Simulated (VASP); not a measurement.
Write the native input for VASP 6.6.1 that does the following.

```yaml
Task: relaxation of cell and atoms
Functional: PBE
Potentials_or_basis: VASP PAW PBE potentials, release 64 (Sb)
Cutoff: 500 eV
k_mesh: 6 × 6 × 6
Occupations: gaussian, width 0.1 eV
Spin: no spin polarisation
Dipole_correction: no
Further_INCAR_settings: ALGO = Normal; EDIFF = 1e-07; IBRION = 2; EDIFFG = -0.02; NSW = 80; ISIF = 3
```

The structure of Sb lies in POSCAR:

```
Sb
1.0
    1.9600000000      1.9600000000      1.9600000000
   -1.9600000000      1.9600000000      1.9600000000
   -1.9600000000     -1.9600000000      1.9600000000
Sb
1
Direct
    0.0000000000      0.0000000000      0.0000000000
```

The input as run:

INCAR

```
PREC = Accurate ; ENCUT = 500
EDIFF = 1E-7 ; ISMEAR = 0
SIGMA = 0.1 ; LREAL = False
LASPH = True ; NELM = 120
ALGO = Normal ; ISIF = 3
LWAVE = False ; LCHARG = False
GGA = PE ; IBRION = 2
NSW = 80 ; EDIFFG = -0.02
GGA_COMPAT = False ; NELMIN = 4
```

KPOINTS

```
Automatic mesh
0
Gamma
  6 6 6
```

Potentials or basis: VASP PAW PBE potentials, release 64 (Sb).

Command:

```sh
$ cat potpaw_PBE.64/Sb/POTCAR > POTCAR
$ mpirun -np 1 vasp_std > vasp.out
```

Results of the run:

```yaml
Relaxed_volume: 27.76 Å³/atom
Relaxed_cell: a = 3.304 Å, b = 3.304 Å, c = 3.304 Å, α = 70.53°, β = 109.47°, γ = 70.53°
Space_group_after_relaxing_to_0.05_Å: Im-3m (No. 229)
Energy_gained_by_relaxing: 31.4 meV/atom
Ionic_steps: 3
Pressure_after_relaxing: 0.0 GPa
```

Caveat: the k points lie up to 0.39 Å⁻¹ apart in the final cell.

It took 7 s on 1 thread of AMD EPYC 9R45 96-Core Processor (Zen 5) (shared host), peak memory 0.13 GiB.
